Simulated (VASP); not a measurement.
# WSe2 in VASP: a series of runs

WSe2 is run at these levels: PBE+D3(BJ); tasks: single point.

Program: VASP 6.6.1. These are calculated values, not measurements. Logs are shortened: lines on timing, memory, paths and dates and some standing lists are left out, and cuts for length are marked.

**1. The cell of the first run**

The cell holds a slab with vacuum, 6 atoms: a = 3.285 Å, b = 3.285 Å, c = 24.239 Å, α = 90.00°, β = 90.00°, γ = 120.00°.

**2. Single point, PBE+D3(BJ)**

INCAR reads:

```
SYSTEM = WSe2
PREC     = Accurate       ! precision mode
ENCUT    = 520            ! plane-wave cutoff, eV
EDIFF    = 1E-6           ! SCF threshold, eV
ISMEAR   = 0              ! smearing method
SIGMA    = 0.05           ! smearing width, eV
LREAL    = .False.        ! projectors in reciprocal space
LASPH    = .True.         ! aspherical terms in the spheres
NELM     = 60             ! most SCF steps
ALGO     = Normal         ! electronic algorithm
ISIF     = 2              ! what is computed and relaxed
LWAVE    = .False.        ! write WAVECAR
LCHARG   = .False.        ! write CHGCAR
LDIPOL   = .True.       
IDIPOL   = 3            
DIPOL    = 0.5 0.5 0.401
GGA      = PE             ! functional
IVDW     = 12             ! dispersion correction
NBANDS   = 35             ! bands
```

KPOINTS reads:

```
regular mesh
0
Gamma
  9 9 1
  0 0 0
```

POSCAR reads:

```
WSe2
1.0
    3.2854929596      0.0000000000      0.0000000000
   -1.6427464798      2.8453203669      0.0000000000
    0.0000000000      0.0000000000     24.2386467078
Se W
4 2
Direct
    0.3333333333      0.6666666667      0.1856539292
    0.3333333333      0.6666666667      0.3246601780
    0.3333333333      0.6666666667      0.4777215285
    0.3333333333      0.6666666667      0.6167277773
    0.6666666667      0.3333333333      0.2551570536
    0.0000000000      1.0000000000      0.5472246529
```

Potentials or basis: VASP PAW PBE potentials, release 64 (Se, W_sv).

Started as:

```bash
$ cat potpaw_PBE.64/Se/POTCAR potpaw_PBE.64/W_sv/POTCAR > POTCAR
$ mpirun -np 1 vasp_std > vasp.out
```

OUTCAR:

```text
SYSTEM = WSe2
   PREC = Accurate
   ENCUT = 520
   EDIFF = 1E-6
   ISMEAR = 0
   LREAL = .False.
   LASPH = .True.
   NELM = 60
   ISIF = 2
   GGA = PE
   IVDW = 12
 IVDW          = 12

 ion  position               nearest neighbor table
   1  0.333  0.667  0.186-   5 2.54   5 2.54   5 2.54
   2  0.333  0.667  0.325-   5 2.54   5 2.54   5 2.54
   3  0.333  0.667  0.478-   6 2.54   6 2.54   6 2.54
   4  0.333  0.667  0.617-   6 2.54   6 2.54   6 2.54
   5  0.667  0.333  0.255-   1 2.54   2 2.54   1 2.54   2 2.54   1 2.54   2 2.54
   6  0.000  0.000  0.547-   3 2.54   4 2.54   3 2.54   4 2.54   3 2.54   4 2.54

  LATTYP: Found a hexagonal cell.
 ALAT       =     3.2854929596
 C/A-ratio  =     7.3774763805

  Lattice vectors:

 A1 = (   3.2854929596,   0.0000000000,   0.0000000000)
 A2 = (  -1.6427464798,   2.8453203669,   0.0000000000)
 A3 = (   0.0000000000,   0.0000000000,  24.2386467078)

Analysis of symmetry for initial positions (statically):
=====================================================================
 Subroutine PRICEL returns:
 Original cell was already a primitive cell.

 Routine SETGRP: Setting up the symmetry group for a
 hexagonal supercell.

 Subroutine GETGRP returns: Found 12 space group operations
 (whereof  6 operations were pure point group operations)
 out of a pool of 24 trial point group operations.

The static configuration has the point symmetry C_3v.
 The point group associated with its full space group is D_3d.

Analysis of symmetry for dynamics (positions and initial velocities):
=====================================================================
 Subroutine PRICEL returns:
 Original cell was already a primitive cell.

 Routine SETGRP: Setting up the symmetry group for a
 hexagonal supercell.

 Subroutine GETGRP returns: Found 12 space group operations
 (whereof  6 operations were pure point group operations)
 out of a pool of 24 trial point group operations.

The dynamic configuration has the point symmetry C_3v.
 The point group associated with its full space group is D_3d.

 Subroutine INISYM returns: Found 12 space group operations
 (whereof  6 operations are pure point group operations),
 and found     1 'primitive' translations

----------------------------------------------------------------------------------------

                                     Primitive cell

  volume of cell :     226.5897

  direct lattice vectors                    reciprocal lattice vectors
     3.285492960  0.000000000  0.000000000     0.304368328  0.175727136  0.000000000
    -1.642746480  2.845320367  0.000000000     0.000000000  0.351454273  0.000000000
     0.000000000  0.000000000 24.238646708     0.000000000  0.000000000  0.041256429

  length of vectors
     3.285492960  3.285492960 24.238646708     0.351454273  0.351454273  0.041256429

  position of ions in fractional coordinates (direct lattice)
     0.333333333  0.666666667  0.185653929
     0.333333333  0.666666667  0.324660178
     0.333333333  0.666666667  0.477721528
     0.333333333  0.666666667  0.616727777
     0.666666667  0.333333333  0.255157054
     0.000000000  0.000000000  0.547224653

  ion indices of the primitive-cell ions
   primitive index   ion index
                 1           1
                 2           2
                 3           3
                 4           4
                 5           5
                 6           6

----------------------------------------------------------------------------------------

 KPOINTS: regular mesh

Automatic generation of k-mesh.
 Grid dimensions read from file:
 generate k-points for:    9    9    1

 Generating k-lattice:

  Cartesian coordinates                     Fractional coordinates (reciprocal lattice)
     0.033818703  0.019525237  0.000000000     0.111111111 -0.000000000  0.000000000
     0.000000000  0.039050475  0.000000000     0.000000000  0.111111111  0.000000000
     0.000000000  0.000000000  0.041256429     0.000000000  0.000000000  1.000000000

  Length of vectors
     0.039050475  0.039050475  0.041256429

  Shift w.r.t. Gamma in fractional coordinates (k-lattice)
     0.000000000  0.000000000  0.000000000

 Subroutine IBZKPT returns following result:
 ===========================================

 Found     12 irreducible k-points:

 Following reciprocal coordinates:
            Coordinates               Weight
  0.000000  0.000000  0.000000      1.000000
  0.111111 -0.000000  0.000000      6.000000
  0.222222 -0.000000  0.000000      6.000000
  0.333333  0.000000  0.000000      6.000000
  0.444444 -0.000000  0.000000      6.000000
  0.111111  0.111111  0.000000      6.000000
  0.222222  0.111111  0.000000     12.000000
  0.333333  0.111111  0.000000     12.000000
  0.444444  0.111111  0.000000      6.000000
  0.222222  0.222222  0.000000      6.000000
  0.333333  0.222222  0.000000     12.000000
  0.333333  0.333333  0.000000      2.000000
   k-points           NKPTS =     12   k-points in BZ     NKDIM =     12   number of bands    NBANDS=     35
   number of dos      NEDOS =    301   number of ions     NIONS =      6
   total plane-waves  NPLWV = 103680
   dimension x,y,z NGX =    24 NGY =   24 NGZ =  180
   dimension x,y,z NGXF=    48 NGYF=   48 NGZF=  360
   ions per type =               4   2
   NGX,Y,Z   is equivalent  to a cutoff of  12.14, 12.14, 12.35 a.u.
   NGXF,Y,Z  is equivalent  to a cutoff of  24.29, 24.29, 24.69 a.u.
 SYSTEM =  WSe2
   PREC   = accura    normal or accurate (medium, high low for compatibility)
   ISTART =      0    job   : 0-new  1-cont  2-samecut
   ICHARG =      2    charge: 1-file 2-atom 10-const
   ISPIN  =      1    spin polarized calculation?
   LNONCOLLINEAR =      F non collinear calculations
   LSORBIT =      F    spin-orbit coupling
   LASPH  =      T    aspherical Exc in radial PAW
   ENCUT  =  520.0 eV  38.22 Ry    6.18 a.u.   6.11  6.11 45.07*2*pi/ulx,y,z
   NELM   =     60;   NELMIN=  2; NELMDL= -5     # of ELM steps
   EDIFF  = 0.1E-05   stopping-criterion for ELM
   LREAL  =      F    real-space projection
   EDIFFG = 0.1E-04   stopping-criterion for IOM
   NSW    =      0    number of steps for IOM
   IBRION =     -1    ionic relax: 0-MD 1-quasi-New 2-CG
   NFREE  =      0    steps in history (QN), initial steepest desc. (CG)
   ISIF   =      2    stress and relaxation
   ISYM   =      2    0-nonsym 1-usesym 2-fastsym
   POTIM  = 0.5000    time-step for ionic-motion
   TEBEG  =    0.0;   TEEND  =   0.0 temperature during run
   PSTRESS=    0.0 pullay stress
   NELECT =      52.0000    total number of electrons
   NUPDOWN=      -1.0000    fix difference up-down
   EMIN   =  10.00;   EMAX   =-10.00  energy-range for DOS
   EFERMI =   0.00;   METHOD = LEGACY
   ISMEAR =     0;   SIGMA  =   0.05  broadening in eV -4-tet -1-fermi 0-gaus
   EFERMI_NEDOS =   21; number of points for ismear=-14 and -15
   IALGO  =     38    algorithm
   IMIX   =      4    mixing-type and parameters
     AMIX     =   0.40;   BMIX     =  1.00
     AMIX_MAG =   1.60;   BMIX_MAG =  1.00
  volume/ion in A,a.u.               =      37.76       254.85
  Fermi-wavevector in a.u.,A,eV,Ry     =   1.002296  1.894064 13.668371  1.004597
  Thomas-Fermi vector in A             =   2.134774
   LORBIT       =      0    0 simple, 1 ext, 2 COOP (PROOUT), +10 PAW based schemes
   GGA     = PE    functional components
   LHFCALC =     F    Hartree Fock is set to
   AEXX    =    0.0000 exact exchange contribution
   IVDW    =    12    specifies the selected vdW correction
   LEPSILON=     F    determine dielectric tensor
   LRPA    =     F    only Hartree local field effects (RPA)
 non-spin polarized calculation
 Gauss-broadening in eV      SIGMA  =   0.05
  energy-cutoff  :      520.00
  volume of cell :      226.59
 maximum number of plane-waves:      6144
   NGX = 13   NGY = 13   NGZ = 91

 dipolmoment           0.000000      0.000000      0.000012 electrons x Angstroem

 number of electron      51.9999987 magnetization

 dipolmoment           0.000000      0.000000     -0.000002 electrons x Angstroem

 Free energy of the ion-electron system (eV)
  ---------------------------------------------------
  ext. energy  EPLUGINS =         0.00000000
  ---------------------------------------------------
  free energy    TOTEN  =       -43.18892876 eV

  energy without entropy =      -43.18892876  energy(sigma->0) =      -43.18892876

 E-fermi :   1.2564     XC(G=0):  -6.2821

 val. band max:        0.8591812379   @ k =   0.3333   0.3333   0.0000
 cond. band min:       2.4359785424   @ k =   0.2222   0.1111   0.0000
 fundamental gap:      1.5767973045
 Fermi energy:         1.2564407072

 k-point     1 :       0.0000    0.0000    0.0000
  band No.  band energies     occupation
      1     -73.1770      2.00000
      2     -73.1770      2.00000
      3     -37.4237      2.00000
      4     -37.4237      2.00000
      5     -37.2880      2.00000
      6     -37.2880      2.00000
[... 27 lines left out ...]
     34       4.0356      0.00000
     35       5.1801      0.00000

 k-point     2 :       0.1111   -0.0000    0.0000
  band No.  band energies     occupation
      1     -73.1758      2.00000
      2     -73.1758      2.00000
      3     -37.4184      2.00000
      4     -37.4184      2.00000
      5     -37.3158      2.00000
      6     -37.3158      2.00000
[... 27 lines left out ...]
     34       4.1761      0.00000
     35       5.6019      0.00000
[... 340 lines left out ...]
     34       5.6472      0.00000
     35       6.1399      0.00000

 k-point    12 :       0.3333    0.3333    0.0000
  band No.  band energies     occupation
      1     -73.1653      2.00000
      2     -73.1652      2.00000
      3     -37.4624      2.00000
      4     -37.4624      2.00000
      5     -37.4390      2.00000
      6     -37.4390      2.00000
[... 27 lines left out ...]
     34       6.0461      0.00000
     35       6.4975      0.00000

------------------------ aborting loop because EDIFF is reached ----------------------------------------

 vacuum level on the upper side and lower side of the slab       (xc-potential included)        -0.143        -0.144

 Edisp (eV)   -2.28448

 E8    (eV) :    -1.0500

  FORCE on cell =-STRESS in cart. coord.  units (eV):
  Direction    XX          YY          ZZ          XY          YZ          ZX
  --------------------------------------------------------------------------------------
  -------------------------------------------------------------------------------------
  Total       0.00076     0.00076     0.03018    -0.00000    -0.00000    -0.00000
  in kB       0.00540     0.00540     0.21342    -0.00000    -0.00000    -0.00000
  external pressure =        0.07 kB  Pullay stress =        0.00 kB

 VOLUME and BASIS-vectors are now :
 -----------------------------------------------------------------------------
  energy-cutoff  :      520.00
  volume of cell :      226.59
      direct lattice vectors                 reciprocal lattice vectors
     3.285492960  0.000000000  0.000000000     0.304368328  0.175727136  0.000000000
    -1.642746480  2.845320367  0.000000000     0.000000000  0.351454273  0.000000000
     0.000000000  0.000000000 24.238646708     0.000000000  0.000000000  0.041256429

 POSITION                                       TOTAL-FORCE (eV/Angst)
 -----------------------------------------------------------------------------------
     -0.00000      1.89688      4.50000         0.000000      0.000000     -0.039911
     -0.00000      1.89688      7.86932         0.000000     -0.000000      0.058595
     -0.00000      1.89688     11.57932         0.000000      0.000000     -0.058595
     -0.00000      1.89688     14.94865        -0.000000     -0.000000      0.039911
      1.64275      0.94844      6.18466        -0.000000      0.000000      0.016728
      0.00000      0.00000     13.26399         0.000000     -0.000000     -0.016728
 -----------------------------------------------------------------------------------
    total drift:                               -0.000000     -0.000000     -0.000023

  FREE ENERGIE OF THE ION-ELECTRON SYSTEM (eV)
  ---------------------------------------------------
  free  energy   TOTEN  =       -45.4734049925 eV

  energy  without entropy=      -45.4734049925  energy(sigma->0) =      -45.47340499

 vacuum level on the upper side and lower side of the slab         5.826         5.826
```

Run time: 68 s. Hardware: 1 thread of Intel Xeon 6975P-C (Granite Rapids), shared host; peak memory 0.35 GiB.

What came out:

- Free energy: -45.4734 eV
- Largest force: 0.059 eV/Å
- Band gap on the k mesh: 1.58 eV, indirect (least direct gap 1.67 eV)
- Dispersion energy per atom: -0.381 eV

Forces on the atoms (eV/Å):
```
Se   0.000  0.000 -0.040
Se   0.000  0.000  0.059
Se   0.000  0.000 -0.059
Se   0.000  0.000  0.040
W    0.000  0.000  0.017
W    0.000  0.000 -0.017
```

Levels at points of the mesh, in eV from the valence-band top:
```csv
k point,band 23,band 24,band 25,band 26,band 27,band 28,band 29,band 30
"(0.00, 0.00, 0.00)",-1.16,-1.16,-0.58,-0.13,2.97,2.97,3.01,3.01
```

Caveat: spin-orbit coupling is left out, which moves the levels of the heavy elements.

(Continued in part 2 of 2.)
